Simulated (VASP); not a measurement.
# SnO2 (fluorite type) (Fm-3m) in VASP: a series of runs

Runs on SnO2 (fluorite type). Level: r2SCAN. Tasks: single point.

Everything below comes from runs of VASP 6.6.1. Logs are shortened: lines on timing, memory, paths and dates and some standing lists are left out, and cuts for length are marked.

## Step 1: The cell of the first run

Symmetry: Fm-3m, No. 225, cubic system. Conventional cell: a = 5.160 Å, b = 5.160 Å, c = 5.160 Å, α = 90.00°, β = 90.00°, γ = 90.00°. Within 3.0 Å of Sn (site symmetry m-3m) lie 8 O at 2.23 Å. O (site symmetry -43m) has 4 Sn at 2.23 Å and 6 O at 2.58 Å within 3.0 Å.

## Step 2: Single point, r2SCAN

Contents of POSCAR:

```
SnO2
1.0
    0.0000000000      2.5799859053      2.5799859053
    2.5799859053      0.0000000000      2.5799859053
    2.5799859053      2.5799859053      0.0000000000
Sn O
1 2
Direct
    0.0000000000      0.0000000000      0.0000000000
    0.2500000000      0.2500000000      0.2500000000
    0.7500000000      0.7500000000      0.7500000000
```

Contents of INCAR.step1:

```
SYSTEM = SnO2
ALGO = Normal ; EDIFF = 1E-4
ENCUT = 520 ; GGA = PE
ISMEAR = -1 ; LASPH = .TRUE.
LCHARG = .FALSE. ; LREAL = .FALSE.
LWAVE = .TRUE. ; NBANDS = 20
NELM = 100 ; PREC = Accurate
SIGMA = 0.1
```

Contents of INCAR.step2:

```
SYSTEM = SnO2
ALGO = Normal ; EDIFF = 1E-7
ENCUT = 520 ; ISIF = 2
ISMEAR = -1 ; ISTART = 1
LASPH = .TRUE. ; LCHARG = .FALSE.
LMIXTAU = .TRUE. ; LREAL = .FALSE.
LWAVE = .FALSE. ; METAGGA = R2SCAN
NBANDS = 20 ; NELM = 100
PREC = Accurate ; SIGMA = 0.1
```

Contents of KPOINTS:

```
k-points
0
G
  12 12 12
  0 0 0
```

Potentials or basis: VASP PAW PBE potentials, release 64 (Sn_d, O).

Launch:

```
$ cat potpaw_PBE.64/Sn_d/POTCAR potpaw_PBE.64/O/POTCAR > POTCAR
$ cp INCAR.step1 INCAR
$ mpirun -np 1 vasp_std > vasp.out
$ cp INCAR.step2 INCAR
$ mpirun -np 1 vasp_std > vasp.out
```

OUTCAR:

```text
SYSTEM = SnO2
   EDIFF = 1E-7
   ENCUT = 520
   ISIF = 2
   ISMEAR = -1
   ISTART = 1
   LASPH = .TRUE.
   LREAL = .FALSE.
   METAGGA = R2SCAN
   NELM = 100
   PREC = Accurate

 ion  position               nearest neighbor table
   1  0.000  0.000  0.000-   3 2.23   3 2.23   3 2.23   2 2.23   3 2.23   2 2.23   2 2.23   2 2.23

   2  0.250  0.250  0.250-   1 2.23   1 2.23   1 2.23   1 2.23
   3  0.750  0.750  0.750-   1 2.23   1 2.23   1 2.23   1 2.23

  LATTYP: Found a face centered cubic cell.
 ALAT       =     5.1599718106

  Lattice vectors:

 A1 = (   0.0000000000,   2.5799859053,   2.5799859053)
 A2 = (   2.5799859053,   0.0000000000,   2.5799859053)
 A3 = (   2.5799859053,   2.5799859053,   0.0000000000)

Analysis of symmetry for initial positions (statically):
=====================================================================
 Subroutine PRICEL returns:
 Original cell was already a primitive cell.

 Routine SETGRP: Setting up the symmetry group for a
 face centered cubic supercell.

 Subroutine GETGRP returns: Found 48 space group operations
 (whereof 48 operations were pure point group operations)
 out of a pool of 48 trial point group operations.

The static configuration has the point symmetry O_h .

Analysis of symmetry for dynamics (positions and initial velocities):
=====================================================================
 Subroutine PRICEL returns:
 Original cell was already a primitive cell.

 Routine SETGRP: Setting up the symmetry group for a
 face centered cubic supercell.

 Subroutine GETGRP returns: Found 48 space group operations
 (whereof 48 operations were pure point group operations)
 out of a pool of 48 trial point group operations.

The dynamic configuration has the point symmetry O_h .

 Subroutine INISYM returns: Found 48 space group operations
 (whereof 48 operations are pure point group operations),
 and found     1 'primitive' translations

----------------------------------------------------------------------------------------

                                     Primitive cell

  volume of cell :      34.3465

  direct lattice vectors                    reciprocal lattice vectors
     0.000000000  2.579985905  2.579985905    -0.193799508  0.193799508  0.193799508
     2.579985905  0.000000000  2.579985905     0.193799508 -0.193799508  0.193799508
     2.579985905  2.579985905  0.000000000     0.193799508  0.193799508 -0.193799508

  length of vectors
     3.648651058  3.648651058  3.648651058     0.335670595  0.335670595  0.335670595

  position of ions in fractional coordinates (direct lattice)
     0.000000000  0.000000000  0.000000000
     0.250000000  0.250000000  0.250000000
     0.750000000  0.750000000  0.750000000

  ion indices of the primitive-cell ions
   primitive index   ion index
                 1           1
                 2           2
                 3           3

----------------------------------------------------------------------------------------

 KPOINTS: k-points

Automatic generation of k-mesh.
 Grid dimensions read from file:
 generate k-points for:   12   12   12

 Generating k-lattice:

  Cartesian coordinates                     Fractional coordinates (reciprocal lattice)
    -0.016149959  0.016149959  0.016149959     0.083333333  0.000000000  0.000000000
     0.016149959 -0.016149959  0.016149959     0.000000000  0.083333333  0.000000000
     0.016149959  0.016149959 -0.016149959     0.000000000  0.000000000  0.083333333

  Length of vectors
     0.027972550  0.027972550  0.027972550

  Shift w.r.t. Gamma in fractional coordinates (k-lattice)
     0.000000000  0.000000000  0.000000000

 Subroutine IBZKPT returns following result:
 ===========================================

 Found     72 irreducible k-points:

 Following reciprocal coordinates:
            Coordinates               Weight
  0.000000  0.000000  0.000000      1.000000
  0.083333  0.000000  0.000000      8.000000
  0.166667  0.000000  0.000000      8.000000
  0.250000  0.000000  0.000000      8.000000
  0.333333  0.000000  0.000000      8.000000
  0.416667  0.000000  0.000000      8.000000
[... 16 lines left out ...]
  0.500000  0.166667  0.000000     24.000000
 -0.416667  0.166667  0.000000     24.000000
 [... further k-points ...]
   k-points           NKPTS =     72   k-points in BZ     NKDIM =     72   number of bands    NBANDS=     20
   number of dos      NEDOS =    301   number of ions     NIONS =      3
   total plane-waves  NPLWV =  21952
   dimension x,y,z NGX =    28 NGY =   28 NGZ =   28
   dimension x,y,z NGXF=    56 NGYF=   56 NGZF=   56
   ions per type =               1   2
   NGX,Y,Z   is equivalent  to a cutoff of  12.76, 12.76, 12.76 a.u.
   NGXF,Y,Z  is equivalent  to a cutoff of  25.52, 25.52, 25.52 a.u.
 SYSTEM =  SnO2
   PREC   = accura    normal or accurate (medium, high low for compatibility)
   ISTART =      1    job   : 0-new  1-cont  2-samecut
   ICHARG =      0    charge: 1-file 2-atom 10-const
   ISPIN  =      1    spin polarized calculation?
   LNONCOLLINEAR =      F non collinear calculations
   LSORBIT =      F    spin-orbit coupling
   LASPH  =      T    aspherical Exc in radial PAW
   ENCUT  =  520.0 eV  38.22 Ry    6.18 a.u.   6.78  6.78  6.78*2*pi/ulx,y,z
   NELM   =    100;   NELMIN=  2; NELMDL=  0     # of ELM steps
   EDIFF  = 0.1E-06   stopping-criterion for ELM
   LREAL  =      F    real-space projection
   EDIFFG = 0.1E-05   stopping-criterion for IOM
   NSW    =      0    number of steps for IOM
   IBRION =     -1    ionic relax: 0-MD 1-quasi-New 2-CG
   NFREE  =      0    steps in history (QN), initial steepest desc. (CG)
   ISIF   =      2    stress and relaxation
   ISYM   =      2    0-nonsym 1-usesym 2-fastsym
   POTIM  = 0.5000    time-step for ionic-motion
   TEBEG  =    0.0;   TEEND  =   0.0 temperature during run
   PSTRESS=    0.0 pullay stress
   NELECT =      26.0000    total number of electrons
   NUPDOWN=      -1.0000    fix difference up-down
   EMIN   =  10.00;   EMAX   =-10.00  energy-range for DOS
   EFERMI =   0.00;   METHOD = LEGACY
   ISMEAR =    -1;   SIGMA  =   0.10  broadening in eV -4-tet -1-fermi 0-gaus
   EFERMI_NEDOS =   21; number of points for ismear=-14 and -15
   IALGO  =     38    algorithm
   IMIX   =      4    mixing-type and parameters
     AMIX     =   0.40;   BMIX     =  1.00
     AMIX_MAG =   1.60;   BMIX_MAG =  1.00
  volume/ion in A,a.u.               =      11.45        77.26
  Fermi-wavevector in a.u.,A,eV,Ry     =   1.492011  2.819491 30.287875  2.226096
  Thomas-Fermi vector in A             =   2.604593
   LORBIT       =      0    0 simple, 1 ext, 2 COOP (PROOUT), +10 PAW based schemes
   METAGGA = R2SCAN    functional components
   LHFCALC =     F    Hartree Fock is set to
   AEXX    =    0.0000 exact exchange contribution
   IVDW    =     0    specifies the selected vdW correction
   LEPSILON=     F    determine dielectric tensor
   LRPA    =     F    only Hartree local field effects (RPA)
 non-spin polarized calculation
  energy-cutoff  :      520.00
  volume of cell :       34.35
 maximum number of plane-waves:       942
   NGX = 13   NGY = 13   NGZ = 13

 number of electron      25.9999996 magnetization

 Free energy of the ion-electron system (eV)
  ---------------------------------------------------
  ext. energy  EPLUGINS =         0.00000000
  ---------------------------------------------------
  free energy    TOTEN  =       -41.43422197 eV

  energy without entropy =      -41.43337122  energy(sigma->0) =      -41.43379660

 E-fermi :   7.4111     XC(G=0): -12.4438

 val. band max:        7.2245548003   @ k =   0.0000   0.0000   0.0000
 cond. band min:       7.9685161853   @ k =   0.0833   0.0000   0.0000
 fundamental gap:      0.7439613850
 Fermi energy:         7.4111479497

 k-point     1 :       0.0000    0.0000    0.0000
  band No.  band energies     occupation
      1     -14.2490      2.00000
      2     -14.2490      2.00000
      3     -14.2490      2.00000
      4     -14.1044      2.00000
      5     -14.1044      2.00000
      6     -13.2692      2.00000
[... 12 lines left out ...]
     19      22.8825      0.00000
     20      22.8825      0.00000

 k-point     2 :       0.0833    0.0000    0.0000
  band No.  band energies     occupation
      1     -14.2774      2.00000
      2     -14.2442      2.00000
      3     -14.2442      2.00000
      4     -14.1046      2.00000
      5     -14.1046      2.00000
      6     -13.2036      2.00000
[... 12 lines left out ...]
     19      22.8957      0.00000
     20      22.8957      0.00000

 k-point     3 :       0.1667    0.0000    0.0000
  band No.  band energies     occupation
      1     -14.3621      2.00000
      2     -14.2322      2.00000
      3     -14.2322      2.00000
      4     -14.1042      2.00000
      5     -14.1042      2.00000
      6     -12.9965      2.00000
[... 12 lines left out ...]
     19      22.9318      0.00000
     20      22.9318      0.00000

 k-point     4 :       0.2500    0.0000    0.0000
  band No.  band energies     occupation
      1     -14.4838      2.00000
      2     -14.2188      2.00000
      3     -14.2187      2.00000
      4     -14.1006      2.00000
      5     -14.1006      2.00000
      6     -12.6466      2.00000
[... 12 lines left out ...]
     19      22.9696      0.00000
     20      23.2589      0.00000

 k-point     5 :       0.3333    0.0000    0.0000
  band No.  band energies     occupation
      1     -14.6051      2.00000
      2     -14.2097      2.00000
      3     -14.2096      2.00000
      4     -14.0925      2.00000
      5     -14.0925      2.00000
      6     -12.1846      2.00000
[... 12 lines left out ...]
     19      22.9596      0.00000
     20      23.3785      0.00000

 k-point     6 :       0.4167    0.0000    0.0000
  band No.  band energies     occupation
      1     -14.6919      2.00000
      2     -14.2059      2.00000
      3     -14.2058      2.00000
      4     -14.0837      2.00000
      5     -14.0836      2.00000
      6     -11.6779      2.00000
[... 12 lines left out ...]
     19      22.8740      0.00000
     20      22.9981      0.00000

 k-point     7 :       0.5000    0.0000    0.0000
  band No.  band energies     occupation
      1     -14.7230      2.00000
      2     -14.2050      2.00000
      3     -14.2049      2.00000
      4     -14.0798      2.00000
      5     -14.0798      2.00000
      6     -11.3601      2.00000
[... 12 lines left out ...]
     19      22.8102      0.00000
     20      22.8102      0.00000
[... 277 lines left out ...]
 k-point    20 :       0.2500    0.1667    0.0000
  band No.  band energies     occupation
      1     -14.4722      2.00000
      2     -14.2168      2.00000
      3     -14.1997      2.00000
      4     -14.1230      2.00000
      5     -14.0905      2.00000
      6     -12.7119      2.00000
[... 12 lines left out ...]
     19      23.4302      0.00000
     20      24.8004      0.00000

 k-point    21 :       0.3333    0.1667    0.0000
  band No.  band energies     occupation
      1     -14.5499      2.00000
      2     -14.2436      2.00000
      3     -14.1873      2.00000
      4     -14.1247      2.00000
      5     -14.0844      2.00000
      6     -12.3396      2.00000
[... 12 lines left out ...]
     19      23.5769      0.00000
     20      25.7158      0.00000

 k-point    22 :       0.4167    0.1667    0.0000
  band No.  band energies     occupation
      1     -14.6188      2.00000
      2     -14.2742      2.00000
      3     -14.1810      2.00000
      4     -14.1221      2.00000
      5     -14.0790      2.00000
      6     -11.8649      2.00000
[... 12 lines left out ...]
     19      23.5664      0.00000
     20      25.8584      0.00000

 k-point    23 :       0.5000    0.1667    0.0000
  band No.  band energies     occupation
      1     -14.6589      2.00000
      2     -14.2984      2.00000
      3     -14.1795      2.00000
      4     -14.1161      2.00000
      5     -14.0791      2.00000
      6     -11.3624      2.00000
[... 12 lines left out ...]
     19      23.3083      0.00000
     20      25.9468      0.00000

 k-point    24 :      -0.4167    0.1667    0.0000
  band No.  band energies     occupation
      1     -14.6548      2.00000
      2     -14.3151      2.00000
      3     -14.1805      2.00000
      4     -14.1092      2.00000
      5     -14.0872      2.00000
      6     -11.1585      2.00000
[... 12 lines left out ...]
     19      23.0148      0.00000
     20      26.1475      0.00000

 [... further k-points ...]

------------------------ aborting loop because EDIFF is reached ----------------------------------------

  FORCE on cell =-STRESS in cart. coord.  units (eV):
  Direction    XX          YY          ZZ          XY          YZ          ZX
  --------------------------------------------------------------------------------------
  -------------------------------------------------------------------------------------
  Total       -2.0893910     -2.0893910     -2.0893910     -0.0000000     -0.0000000      0.0000000
  in kB      -97.4649165    -97.4649165    -97.4649165     -0.0000000     -0.0000000      0.0000000
  external PRESSURE =     -97.4649165 kB  Pullay stress =       0.0000000 kB

 VOLUME and BASIS-vectors are now :
 -----------------------------------------------------------------------------
  energy-cutoff  :      520.00
  volume of cell :       34.35
      direct lattice vectors                 reciprocal lattice vectors
     0.000000000  2.579985905  2.579985905    -0.193799508  0.193799508  0.193799508
     2.579985905  0.000000000  2.579985905     0.193799508 -0.193799508  0.193799508
     2.579985905  2.579985905  0.000000000     0.193799508  0.193799508 -0.193799508

 POSITION                                       TOTAL-FORCE (eV/Angst)
 -----------------------------------------------------------------------------------
      0.00000      0.00000      0.00000         0.000000      0.000000     -0.000000
      1.28999      1.28999      1.28999         0.000000      0.000000      0.000000
      3.86998      3.86998      3.86998        -0.000000     -0.000000     -0.000000
 -----------------------------------------------------------------------------------
    total drift:                               -0.000000     -0.000000      0.000000

  FREE ENERGIE OF THE ION-ELECTRON SYSTEM (eV)
  ---------------------------------------------------
  free  energy   TOTEN  =       -41.4342219711 eV

  energy  without entropy=      -41.4333712242  energy(sigma->0) =      -41.43379660
```

Run time: 2.1 min. Hardware: 1 thread of Intel Xeon Platinum 8488C (Sapphire Rapids), shared host; peak memory 0.19 GiB.

What came out:

* Free energy: -41.4342 eV
* Pressure: -9.7 GPa
* Band gap on the k mesh: 0.30 eV (least direct gap 1.62 eV)

Levels at points of the mesh, in eV from the valence-band top:
| k point | band 10 | band 11 | band 12 | band 13 | band 14 | band 15 | band 16 | band 17 |
| --- | --- | --- | --- | --- | --- | --- | --- | --- |
| (0.00, 0.00, 0.00) | -2.86 | -1.33 | -1.33 | -1.33 | 0.30 | 7.68 | 7.68 | 7.68 |
| (0.50, 0.00, 0.00) | -3.24 | -3.24 | -2.06 | -2.06 | 5.00 | 8.36 | 10.88 | 10.88 |
| (0.50, 0.50, 0.00) | -5.29 | -0.19 | -0.19 | -0.09 | 3.55 | 7.60 | 10.22 | 12.69 |

Caveat: the cell stands under tension; the smearing spreads over this small gap; semilocal functionals underestimate gaps, and a narrow one can read as zero; the PAW data sets were made with another functional, which shifts forces and pressure a little; spin-orbit coupling is left out, which moves the levels of the heavy elements. A k mesh can miss the band edges.

(Part 1 of 2 ends here.)

The gap in the log of VASP goes by the Fermi energy; the results here count the filled bands.